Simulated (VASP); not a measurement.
Set up this calculation in VASP 6.6.1, as the native input.

```yaml
Task: single point
Functional: PBE
Dispersion: D3(BJ)
Potentials_or_basis: VASP PAW PBE potentials, release 64 (S, Zr_sv, H)
Cutoff: 400 eV
k_mesh: 6 × 6 × 1
Occupations: gaussian, width 0.05 eV
Spin: no spin polarisation
Dipole_correction: yes
Further_INCAR_settings: ALGO = Normal; EDIFF = 1e-06; NBANDS = 62; NELMDL = -8
```

The structure of Zr2HS4 lies in POSCAR:

```
Zr2HS4
1.0
    7.2976778227      0.0000000000      0.0000000000
   -3.6488389114      6.3199743831      0.0000000000
    0.0000000000      0.0000000000     20.9171506047
S Zr H
8 4 2
Direct
    0.3333333333      0.1666666667      0.1912306354
    0.3333333333      0.6666666667      0.1912306354
    0.8333333333      0.1666666667      0.1912306354
    0.8333333333      0.6666666667      0.1912306354
    0.1666666667      0.3333333333      0.3306927762
    0.1666666667      0.8333333333      0.3306927762
    0.6666666667      0.3333333333      0.3306927762
    0.6666666667      0.8333333333      0.3306927762
    0.0000000000      0.0000000000      0.2609617058
    0.0000000000      0.5000000000      0.2609617058
    0.5000000000      0.0000000000      0.2609617058
    0.5000000000      0.5000000000      0.2609617058
    0.2449231649      0.7550768351      0.3675046736
    0.4217435018      0.5782564982      0.3675046736
```

The input as run:

INCAR

```
PREC     = Accurate       # precision mode
ENCUT    = 400            # plane-wave cutoff, eV
EDIFF    = 1E-6           # SCF threshold, eV
ISMEAR   = 0              # smearing method
SIGMA    = 0.05           # smearing width, eV
LREAL    = F              # projectors in reciprocal space
LASPH    = T              # aspherical terms in the spheres
NELM     = 120            # most SCF steps
ALGO     = Normal         # electronic algorithm
ISIF     = 2              # what is computed and relaxed
LWAVE    = F              # write WAVECAR
LCHARG   = T              # write CHGCAR
LDIPOL   = T            
IDIPOL   = 3            
DIPOL    = 0.5 0.5 0.276
GGA      = PE             # functional
IVDW     = 12             # dispersion correction
LELF     = T              # ELF
LVHAR    = T            
LVACPOTAV= T            
NBANDS   = 62             # bands
GGA_COMPAT= F            
NELMDL   = -8
```

KPOINTS

```
Automatic mesh
0
Gamma
  6 6 1
```

Potentials or basis: VASP PAW PBE potentials, release 64 (S, Zr_sv, H).

Run with:

```sh
$ cat potpaw_PBE.64/S/POTCAR potpaw_PBE.64/Zr_sv/POTCAR potpaw_PBE.64/H/POTCAR > POTCAR
$ mpirun -np 1 vasp_std > vasp.out
```

It gave:

```
Largest force              : 3.480 eV/Å
Band gap on the k mesh     : zero (bands 49 and 50 overlap by 0.16 eV)
Dispersion energy per atom : -0.223 eV
```

Run time: 19 min on 1 thread of Intel(R) Xeon(R) Platinum 8375C CPU @ 2.90GHz (Ice Lake), with other jobs on the host, peak memory 0.91 GiB.
